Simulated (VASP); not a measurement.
## Ir: single point with r2SCAN

The system is Ir.

```xyz
1
Lattice="0.0000 1.9221 1.9221 1.9221 0.0000 1.9221 1.9221 1.9221 0.0000" Properties=species:S:1:pos:R:3 pbc="T T T"
Ir    0.0000    0.0000    0.0000
```

```
Program             : VASP 6.6.1
Task                : single point
Functional          : r2SCAN
Potentials or basis : VASP PAW PBE potentials, release 64 (Ir)
Cutoff              : 520 eV
k mesh              : 18 × 18 × 18
Occupations         : gaussian, width 0.1 eV
Spin                : no spin polarisation
```

| Property | Result |
| --- | --- |
| Pressure | 2.5 GPa |

Levels at points of the mesh, in eV from the Fermi level:
```csv
k point,band 1,band 2,band 3,band 4,band 5,band 6,band 7,band 8
"(0.00, 0.00, 0.00)",-11.53,-4.02,-4.02,-4.02,-1.33,-1.33,15.06,20.91
"(0.50, 0.00, 0.00)",-8.42,-4.18,-4.18,-0.74,0.88,0.88,7.58,14.69
"(0.50, 0.50, 0.00)",-8.21,-7.63,0.79,1.51,1.51,1.74,10.97,12.27
```

Run time: 80 s on 1 thread of Intel(R) Xeon(R) Platinum 8259CL CPU @ 2.50GHz (Skylake/Cascade Lake), with other jobs on the host, peak memory 0.15 GiB.

Caveat: the PAW data sets were made with another functional, which shifts forces and pressure a little; spin-orbit coupling is left out, which moves the levels of the heavy elements.
